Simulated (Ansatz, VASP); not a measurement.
**CuO: VASP beside Ansatz**

```
Cu O
1.0
     1.99097   -2.15355    0.00000
     1.99097    2.15355    0.00000
     0.00000    0.00000    5.15593
Cu O
2 2
Direct
  0.50000 0.00000 0.00000
  0.00000 0.50000 0.50000
  0.50000 0.50000 0.25000
  0.50000 0.50000 0.75000
```

Alike in both runs: functional PBEsol; k mesh 9 × 9 × 5; occupations fermi-dirac, width 0.05 eV; no spin polarisation; Hubbard terms Cu d U = 4.5 eV.

|  | VASP | Ansatz |
| --- | --- | --- |
| version | VASP 6.6.1 | Ansatz 0.2.0 |
| potentials or method | VASP PAW PBE potentials, release 64 (Cu, O) | Ansatz PAW |
| plane-wave cutoff (eV) | 520 | 420 |
| valence electrons in the cell | 34 | 50 |
| task | single point | band structure |

|  | VASP | Ansatz | Ansatz less VASP |
| --- | --- | --- | --- |
| gap on the k mesh at the Fermi level (eV) | none | none | - |
| pressure (GPa) | -7.9 | -3.7 | +4.22 |
| traceless stress, the component that is largest in VASP (GPa) | -1.68 | -0.97 | +0.707 |

VASP's potentials were made for PBE, not for PBEsol. The programs project onto different local orbitals, so the same U acts differently, and such runs can settle in different states. A gap of «none» marks a metal or a gap that the smearing closes. VASP's potentials hold 34 valence electrons a cell and Ansatz's 50, so a difference there can come from the potentials and not from the codes.
